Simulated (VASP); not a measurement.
InSb: single point with r2SCAN

Crystal: InSb.

```
In Sb
1.0
     0.00000    3.23557    3.23557
     3.23557    0.00000    3.23557
     3.23557    3.23557    0.00000
In Sb
1 1
Direct
  0.00000 0.00000 0.00000
  0.25000 0.25000 0.25000
```

This cell differs from its parent crystal: strain -1.3%.

```yaml
Program: VASP 6.6.1
Task: single point
Functional: r2SCAN
Potentials_or_basis: VASP PAW PBE potentials, release 64 (In_d, Sb_d_GW)
Cutoff: 550 eV
k_mesh: 6 × 6 × 6
Occupations: fermi-dirac, width 0.02 eV
Spin: no spin polarisation
```

| Quantity | Value |
| --- | --- |
| Pressure | 1.8 GPa |
| Band gap on the k mesh | 0.26 eV |

Levels at points of the mesh, in eV from the valence-band top:
```
           k point  band 10  band 11  band 12  band 13  band 14  band 15  band 16  band 17  band 18  band 19
(0.00, 0.00, 0.00)   -15.00   -11.15     0.00     0.00     0.00     0.26     3.23     3.23     3.23     6.20
(0.50, 0.00, 0.00)   -15.00    -9.69    -5.79    -1.05    -1.05     0.85     4.11     4.11     6.48     8.89
(0.50, 0.50, 0.00)   -14.99    -9.04    -6.08    -2.37    -2.37     1.56     1.57     8.79     8.79     9.48
```

It took 2 min on 1 thread of Intel(R) Xeon(R) Platinum 8259CL CPU @ 2.50GHz (Skylake/Cascade Lake), on a shared host, peak memory 0.24 GiB.

Caveat: the cell differs from its parent crystal (strain -1.3%); semilocal functionals underestimate gaps, and a narrow one can read as zero; the PAW data sets were made with another functional, which shifts forces and pressure a little; spin-orbit coupling is left out, which moves the levels of the heavy elements.
